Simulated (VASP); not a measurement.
Sc: single point with PBE

Sc:

```
CELL_PARAMETERS angstrom
-2.05644 2.05644 2.05644
2.05644 -2.05644 2.05644
2.05644 2.05644 -2.05644
ATOMIC_POSITIONS crystal
Sc 0.00000 0.00000 0.00000
```

This cell differs from its parent crystal: Al replaced by Sc, lengths x 1.243, strained.

```
Program             : VASP 6.6.1
Task                : single point
Functional          : PBE
Potentials or basis : VASP PAW PBE potentials, release 64 (Sc_sv)
Cutoff              : 500 eV
k mesh              : 6 × 6 × 6
Occupations         : gaussian, width 0.1 eV
Spin                : no spin polarisation
```

* Pressure: -10.0 GPa

Levels at points of the mesh, in eV from the Fermi level:
```
           k point  band 3  band 4  band 5  band 6  band 7  band 8
(0.00, 0.00, 0.00)  -28.94  -28.94   -4.44    1.01    1.01    1.01
(0.50, 0.00, 0.00)  -28.98  -28.94   -1.33    0.09    0.29    1.85
(0.50, 0.50, 0.50)  -29.03  -29.03   -0.64   -0.64    2.50    2.50
```

It took 14 s on 1 thread of Intel Xeon 8259CL (shared host), peak memory 0.15 GiB.

Caveat: the k points lie up to 0.36 Å⁻¹ apart; the cell differs from its parent crystal (Al replaced by Sc, lengths x 1.243, strained).
